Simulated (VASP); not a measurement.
Wanted: the native input for a VASP 6.6.1 run.

```
Task                            : G0W0 quasiparticle levels
Functional                      : PBE
Potentials or basis             : VASP PAW PBE potentials, release 64 (Ga_d_GW, P_GW)
Cutoff                          : 500 eV
k mesh                          : 2 × 2 × 2
Occupations                     : gaussian, width 0.01 eV
Spin                            : no spin polarisation
Dipole correction               : no
GW scheme                       : G0W0
GW iterations                   : 1
Cutoff of the response function : 180
Frequency points                : 48
Empty bands                     : 399
Further INCAR settings          : ALGO = EVGW0; EDIFF = 1e-08; NBANDS = 408
```

Crystal: GaP.

```
Ga P
1.0
     0.00000    2.72550    2.72550
     2.72550    0.00000    2.72550
     2.72550    2.72550    0.00000
Ga P
1 1
Direct
  0.00000 0.00000 0.00000
  0.25000 0.25000 0.25000
```

The input as run:

POSCAR

```
GaP
1.0
    0.0000000000      2.7255000000      2.7255000000
    2.7255000000      0.0000000000      2.7255000000
    2.7255000000      2.7255000000      0.0000000000
Ga P
1 1
Direct
    0.0000000000      0.0000000000      0.0000000000
    0.2500000000      0.2500000000      0.2500000000
```

INCAR.step1

```
SYSTEM = GaP
PREC = Accurate
ENCUT = 500
EDIFF = 1E-8
ISMEAR = 0
SIGMA = 0.01
LREAL = .FALSE.
LASPH = .TRUE.
NELM = 80
ALGO = Normal
LWAVE = .TRUE.
LCHARG = .FALSE.
GGA = PE
```

INCAR.step2

```
SYSTEM = GaP
PREC = Accurate
ENCUT = 500
EDIFF = 1E-8
ISMEAR = 0
SIGMA = 0.01
LREAL = .FALSE.
LASPH = .TRUE.
NELM = 1
ALGO = Exact
LWAVE = .TRUE.
LCHARG = .FALSE.
GGA = PE
NBANDS = 408
LOPTICS = .TRUE.
ISTART = 1
```

INCAR.step3

```
SYSTEM = GaP
PREC = Accurate
ENCUT = 500
EDIFF = 1E-8
ISMEAR = 0
SIGMA = 0.01
LREAL = .FALSE.
LASPH = .TRUE.
ALGO = EVGW0
LWAVE = .FALSE.
LCHARG = .FALSE.
GGA = PE
NELMGW = 1
NBANDS = 408
ENCUTGW = 180.0
NOMEGA = 48
PRECFOCK = Fast
ISTART = 1
NBANDSGW = 17
```

KPOINTS

```
Automatic mesh
0
G
  2 2 2
  0 0 0
```

Potentials or basis: VASP PAW PBE potentials, release 64 (Ga_d_GW, P_GW).

Command:

```sh
$ cat potpaw_PBE.64/Ga_d_GW/POTCAR potpaw_PBE.64/P_GW/POTCAR > POTCAR
$ cp INCAR.step1 INCAR
$ mpirun -np 1 vasp_std > vasp.out
$ cp INCAR.step2 INCAR
$ mpirun -np 1 vasp_std > vasp.out
$ cp INCAR.step3 INCAR
$ mpirun -np 1 vasp_std > vasp.out
```

Results of the run:

* Band gap on the k mesh, mean-field level: 1.46 eV, indirect (least direct gap 1.76 eV)
* Quasiparticle gap: 1.88 eV
* Least direct quasiparticle gap: 2.67 eV

Caveat: the k points lie up to 1.00 Å⁻¹ apart; bands, screening cutoff and mesh are small and nothing is extrapolated, so the quasiparticle values aren't converged.

It took 25 s on 1 thread of Intel(R) Xeon(R) 6975P-C (Granite Rapids), on a shared host, peak memory 0.27 GiB.
